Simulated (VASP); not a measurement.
A run of VASP 6.6.1 is set up as follows.

Contents of INCAR:

```
  PREC = Accurate
  ENCUT = 520
  EDIFF = 1E-8
  ISMEAR = 0
  SIGMA = 0.01
  LREAL = F
  LASPH = T
  NELM = 80
  ALGO = Normal
  ISIF = 2
  LWAVE = F
  LCHARG = F
  GGA = PE
  NBANDS = 15
  IBRION = 8
  NSW = 1
  LEPSILON = T
```

Contents of KPOINTS:

```
regular mesh
0
Gamma
  8 8 8
```

The input POSCAR:

```
BaTe
1.0
    0.0000000000      3.5323200182      3.5323200182
    3.5323200182      0.0000000000      3.5323200182
    3.5323200182      3.5323200182      0.0000000000
Ba Te
1 1
Direct
    0.5000000000      0.5000000000      0.5000000000
    0.0000000000      0.0000000000      0.0000000000
```

Potentials or basis: VASP PAW PBE potentials, release 64 (Ba_sv, Te).

Command:

```console
$ cat potpaw_PBE.64/Ba_sv/POTCAR potpaw_PBE.64/Te/POTCAR > POTCAR
$ mpirun -np 1 vasp_std > vasp.out
```

Task: What does it give for the electronic dielectric tensor (diagonal)?

Result: 6.04.

Task: Predict the Born charges (mean of the diagonal).

Result: Ba +2.60; Te -2.60 e.

Task: Predict the highest phonon frequency at Γ, LO-TO splitting left out.

Result: 91 cm⁻¹.

Electronic dielectric tensor:
```
6.04 0.00 0.00
0.00 6.04 0.00
0.00 0.00 6.04
```
